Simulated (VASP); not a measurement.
# V (R-3m) in VASP: a series of runs

V is run at these levels: PBE; tasks: single point.

Program: VASP 6.6.1. These are calculated values, not measurements. Logs are shortened: lines on timing, memory, paths and dates and some standing lists are left out, and cuts for length are marked.

**1. The cell of the first run**

Symmetry: R-3m, No. 166, trigonal system. The conventional cell has a = 5.392 Å, b = 5.392 Å, c = 1.651 Å, α = 90.00°, β = 90.00°, γ = 120.00°. Within 2.2 Å of V (site symmetry -3m) lie 2 V at 1.65 Å.

**2. Single point, PBE**

INCAR reads:

```
PREC = Accurate
ENCUT = 520
EDIFF = 1E-6
ISMEAR = 0
SIGMA = 0.15
LREAL = F
LASPH = T
NELM = 80
ALGO = Fast
ISIF = 2
LWAVE = F
LCHARG = F
GGA = PE
NBANDS = 12
```

KPOINTS reads:

```
regular mesh
0
Gamma
  24 24 24
```

POSCAR reads:

```
V
1.0
   -2.2239706399      1.5885504571      1.5885504571
    1.5885504571     -2.2239706399      1.5885504571
    1.5885504571      1.5885504571     -2.2239706399
V
1
Direct
    0.0000000000      0.0000000000      0.0000000000
```

Potentials or basis: VASP PAW PBE potentials, release 64 (V_sv).

Launch:

```bash
$ cat potpaw_PBE.64/V_sv/POTCAR > POTCAR
$ mpirun -np 1 vasp_std > vasp.out
```

OUTCAR:

```text
PREC = Accurate
   ENCUT = 520
   EDIFF = 1E-6
   ISMEAR = 0
   LREAL = F
   LASPH = T
   NELM = 80
   ISIF = 2
   GGA = PE

 ion  position               nearest neighbor table
   1  0.000  0.000  0.000-

  LATTYP: Found a trigonal (rhomboedric) cell.
 ALAT       =     3.1611754960
 COS(alpha) =    -0.4545454545

  Lattice vectors:

 A1 = (  -2.2239706399,   1.5885504571,   1.5885504571)
 A2 = (   1.5885504571,  -2.2239706399,   1.5885504571)
 A3 = (   1.5885504571,   1.5885504571,  -2.2239706399)

Analysis of symmetry for initial positions (statically):
=====================================================================
 Subroutine PRICEL returns:
 Original cell was already a primitive cell.

 Routine SETGRP: Setting up the symmetry group for a
 trigonal (rhombohedral) supercell.

 Subroutine GETGRP returns: Found 12 space group operations
 (whereof 12 operations were pure point group operations)
 out of a pool of 12 trial point group operations.

The static configuration has the point symmetry D_3d.

Analysis of symmetry for dynamics (positions and initial velocities):
=====================================================================
 Subroutine PRICEL returns:
 Original cell was already a primitive cell.

 Routine SETGRP: Setting up the symmetry group for a
 trigonal (rhombohedral) supercell.

 Subroutine GETGRP returns: Found 12 space group operations
 (whereof 12 operations were pure point group operations)
 out of a pool of 12 trial point group operations.

The dynamic configuration has the point symmetry D_3d.

 Subroutine INISYM returns: Found 12 space group operations
 (whereof 12 operations are pure point group operations),
 and found     1 'primitive' translations

----------------------------------------------------------------------------------------

                                     Primitive cell

  volume of cell :      13.8541

  direct lattice vectors                    reciprocal lattice vectors
    -2.223970640  1.588550457  1.588550457     0.174862420  0.437156051  0.437156051
     1.588550457 -2.223970640  1.588550457     0.437156051  0.174862420  0.437156051
     1.588550457  1.588550457 -2.223970640     0.437156051  0.437156051  0.174862420

  length of vectors
     3.161175496  3.161175496  3.161175496     0.642485558  0.642485558  0.642485558

  position of ions in fractional coordinates (direct lattice)
     0.000000000  0.000000000  0.000000000

  ion indices of the primitive-cell ions
   primitive index   ion index
                 1           1

----------------------------------------------------------------------------------------

 KPOINTS: regular mesh

Automatic generation of k-mesh.
 Grid dimensions read from file:
 generate k-points for:   24   24   24

 Generating k-lattice:

  Cartesian coordinates                     Fractional coordinates (reciprocal lattice)
     0.007285934  0.018214835  0.018214835     0.041666667  0.000000000  0.000000000
     0.018214835  0.007285934  0.018214835     0.000000000  0.041666667  0.000000000
     0.018214835  0.018214835  0.007285934     0.000000000  0.000000000  0.041666667

  Length of vectors
     0.026770232  0.026770232  0.026770232

  Shift w.r.t. Gamma in fractional coordinates (k-lattice)
     0.000000000  0.000000000  0.000000000

 Subroutine IBZKPT returns following result:
 ===========================================

 Found   1313 irreducible k-points:

 Following reciprocal coordinates:
            Coordinates               Weight
  0.000000  0.000000  0.000000      1.000000
  0.041667 -0.000000 -0.000000      6.000000
  0.083333 -0.000000 -0.000000      6.000000
  0.125000 -0.000000 -0.000000      6.000000
  0.166667 -0.000000  0.000000      6.000000
  0.208333 -0.000000 -0.000000      6.000000
[... 16 lines left out ...]
  0.416667  0.041667 -0.000000     12.000000
  0.458333  0.041667 -0.000000     12.000000
 [... further k-points ...]
   k-points           NKPTS =   1313   k-points in BZ     NKDIM =   1313   number of bands    NBANDS=     12
   number of dos      NEDOS =    301   number of ions     NIONS =      1
   total plane-waves  NPLWV =  13824
   dimension x,y,z NGX =    24 NGY =   24 NGZ =   24
   dimension x,y,z NGXF=    48 NGYF=   48 NGZF=   48
   ions per type =               1
   NGX,Y,Z   is equivalent  to a cutoff of  12.62, 12.62, 12.62 a.u.
   NGXF,Y,Z  is equivalent  to a cutoff of  25.24, 25.24, 25.24 a.u.
 SYSTEM =  unknown system
   PREC   = accura    normal or accurate (medium, high low for compatibility)
   ISTART =      0    job   : 0-new  1-cont  2-samecut
   ICHARG =      2    charge: 1-file 2-atom 10-const
   ISPIN  =      1    spin polarized calculation?
   LNONCOLLINEAR =      F non collinear calculations
   LSORBIT =      F    spin-orbit coupling
   LASPH  =      T    aspherical Exc in radial PAW
   ENCUT  =  520.0 eV  38.22 Ry    6.18 a.u.   5.88  5.88  5.88*2*pi/ulx,y,z
   NELM   =     80;   NELMIN=  2; NELMDL= -5     # of ELM steps
   EDIFF  = 0.1E-05   stopping-criterion for ELM
   LREAL  =      F    real-space projection
   EDIFFG = 0.1E-04   stopping-criterion for IOM
   NSW    =      0    number of steps for IOM
   IBRION =     -1    ionic relax: 0-MD 1-quasi-New 2-CG
   NFREE  =      0    steps in history (QN), initial steepest desc. (CG)
   ISIF   =      2    stress and relaxation
   ISYM   =      2    0-nonsym 1-usesym 2-fastsym
   POTIM  = 0.5000    time-step for ionic-motion
   TEBEG  =    0.0;   TEEND  =   0.0 temperature during run
   PSTRESS=    0.0 pullay stress
   NELECT =      13.0000    total number of electrons
   NUPDOWN=      -1.0000    fix difference up-down
   EMIN   =  10.00;   EMAX   =-10.00  energy-range for DOS
   EFERMI =   0.00;   METHOD = LEGACY
   ISMEAR =     0;   SIGMA  =   0.15  broadening in eV -4-tet -1-fermi 0-gaus
   EFERMI_NEDOS =   21; number of points for ismear=-14 and -15
   IALGO  =     68    algorithm
   IMIX   =      4    mixing-type and parameters
     AMIX     =   0.40;   BMIX     =  1.00
     AMIX_MAG =   1.60;   BMIX_MAG =  1.00
  volume/ion in A,a.u.               =      13.85        93.49
  Fermi-wavevector in a.u.,A,eV,Ry     =   1.602742  3.028744 34.950411  2.568783
  Thomas-Fermi vector in A             =   2.699515
   LORBIT       =      0    0 simple, 1 ext, 2 COOP (PROOUT), +10 PAW based schemes
   GGA     = PE    functional components
   LHFCALC =     F    Hartree Fock is set to
   AEXX    =    0.0000 exact exchange contribution
   IVDW    =     0    specifies the selected vdW correction
   LEPSILON=     F    determine dielectric tensor
   LRPA    =     F    only Hartree local field effects (RPA)
 non-spin polarized calculation
 RMM-DIIS sequential band-by-band and
 Gauss-broadening in eV      SIGMA  =   0.15
  energy-cutoff  :      520.00
  volume of cell :       13.85
 maximum number of plane-waves:       386
   NGX = 11   NGY = 11   NGZ = 11

 number of electron      12.9999993 magnetization

 Free energy of the ion-electron system (eV)
  ---------------------------------------------------
  ext. energy  EPLUGINS =         0.00000000
  ---------------------------------------------------
  free energy    TOTEN  =        -4.99514231 eV

  energy without entropy =       -4.98717985  energy(sigma->0) =       -4.99116108

 E-fermi :   9.4072     XC(G=0): -12.2498

 val. band max:        9.4069963969   @ k =  -0.3750   0.0417   0.0417
 cond. band min:       9.4120874912   @ k =   0.4167   0.3750   0.0417
 fundamental gap:      0.0050910943
 Fermi energy:         9.4072491813

 k-point     1 :       0.0000    0.0000    0.0000
  band No.  band energies     occupation
      1     -57.0492      2.00000
      2     -29.4921      2.00000
      3     -29.4921      2.00000
      4     -22.1209      2.00000
      5       2.1544      2.00000
      6       6.4568      2.00000
      7       7.7083      2.00000
      8       7.7083      2.00000
      9      17.6519      0.00000
     10      17.6519      0.00000
     11      21.0873      0.00000
     12      26.2788      0.00000

 k-point     2 :       0.0417   -0.0000   -0.0000
  band No.  band energies     occupation
      1     -56.9930      2.00000
      2     -29.4560      2.00000
      3     -29.4551      2.00000
      4     -22.4128      2.00000
      5       2.2744      2.00000
      6       6.7703      2.00000
      7       7.7584      2.00000
      8       7.7785      2.00000
      9      17.2293      0.00000
     10      17.2337      0.00000
     11      21.1907      0.00000
     12      26.3979      0.00000

 k-point     3 :       0.0833   -0.0000   -0.0000
  band No.  band energies     occupation
      1     -56.8254      2.00000
      2     -29.3495      2.00000
      3     -29.3459      2.00000
      4     -23.2394      2.00000
      5       2.6207      2.00000
      6       7.6709      2.00000
      7       7.9082      2.00000
      8       7.9866      2.00000
      9      16.1287      0.00000
     10      16.1433      0.00000
     11      21.4917      0.00000
     12      26.5969      0.00000
[... 286 lines left out ...]
 k-point    23 :       0.4167    0.0417   -0.0000
  band No.  band energies     occupation
      1     -52.5534      2.00000
      2     -35.4176      2.00000
      3     -27.0814      2.00000
      4     -27.0454      2.00000
      5       4.1123      2.00000
      6       4.5818      2.00000
      7      12.0435      0.00000
      8      12.4620      0.00000
      9      14.0547      0.00000
     10      19.0614      0.00000
     11      26.1718      0.00000
     12      26.4015      0.00000

 k-point    24 :       0.4583    0.0417   -0.0000
  band No.  band energies     occupation
      1     -52.4352      2.00000
      2     -35.6417      2.00000
      3     -27.0354      2.00000
      4     -26.9967      2.00000
      5       3.9280      2.00000
      6       4.4140      2.00000
      7      12.1466      0.00000
      8      12.6217      0.00000
      9      15.3512      0.00000
     10      18.1399      0.00000
     11      25.7638      0.00000
     12      26.1452      0.00000

 [... further k-points ...]

------------------------ aborting loop because EDIFF is reached ----------------------------------------

  FORCE on cell =-STRESS in cart. coord.  units (eV):
  Direction    XX          YY          ZZ          XY          YZ          ZX
  --------------------------------------------------------------------------------------
  -------------------------------------------------------------------------------------
  Total        9.2378480      9.2378480      9.2378480     11.1026308     11.1026308     11.1026308
  in kB     1068.3280151   1068.3280151   1068.3280151   1283.9842749   1283.9842749   1283.9842749
  external PRESSURE =    1068.3280151 kB  Pullay stress =       0.0000000 kB

 VOLUME and BASIS-vectors are now :
 -----------------------------------------------------------------------------
  energy-cutoff  :      520.00
  volume of cell :       13.85
      direct lattice vectors                 reciprocal lattice vectors
    -2.223970640  1.588550457  1.588550457     0.174862420  0.437156051  0.437156051
     1.588550457 -2.223970640  1.588550457     0.437156051  0.174862420  0.437156051
     1.588550457  1.588550457 -2.223970640     0.437156051  0.437156051  0.174862420

 POSITION                                       TOTAL-FORCE (eV/Angst)
 -----------------------------------------------------------------------------------
      0.00000      0.00000      0.00000        -0.000000      0.000000      0.000000
 -----------------------------------------------------------------------------------
    total drift:                                0.000000      0.000000     -0.000000

  FREE ENERGIE OF THE ION-ELECTRON SYSTEM (eV)
  ---------------------------------------------------
  free  energy   TOTEN  =        -4.9951423148 eV

  energy  without entropy=       -4.9871798532  energy(sigma->0) =       -4.99116108
```

Run time: 2.1 min. Hardware: 1 thread of Intel Xeon 6975P-C, shared host; peak memory 0.32 GiB.

Results:

```
Free energy : -4.9951 eV
Pressure    : 106.8 GPa
```

(Part 1 of 2 ends here.)
